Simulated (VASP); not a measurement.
Cr, 2 atoms in the cell. The typed cell holds 2 atoms: a = 2.599 Å, b = 2.599 Å, c = 3.989 Å, α = 97.13°, β = 97.13°, γ = 128.24°.  This cell differs from its parent crystal: volume scaled by 0.92.

```yaml
Program: VASP 6.6.1
Task: single point
Functional: LDA
Potentials_or_basis: VASP PAW LDA potentials, release 64 (Cr_pv)
Cutoff: 520 eV
k_mesh: 17 × 17 × 9
Occupations: fermi-dirac, width 0.05 eV
Spin: collinear spin, ferromagnetic start
Starting_moments: "[1.5, 1.5] μB"
Dipole_correction: no
Further_INCAR_settings: ALGO = Normal; EDIFF = 1e-06; NBANDS = 23
```

Potentials or basis: VASP PAW LDA potentials, release 64 (Cr_pv).

The run is started by

```sh
$ cat potpaw_LDA.64/Cr_pv/POTCAR > POTCAR
$ mpirun -np 1 vasp_std > vasp.out
```

Hardware: 1 thread of Intel Xeon 6975P-C (shared host).

**Question.** Estimate the wall time of this run.

**Answer.** Run time: 7 min on 1 thread of Intel Xeon 6975P-C, with other jobs on the host, peak memory 0.49 GiB. Counts: scf iterations 13, k points 693.
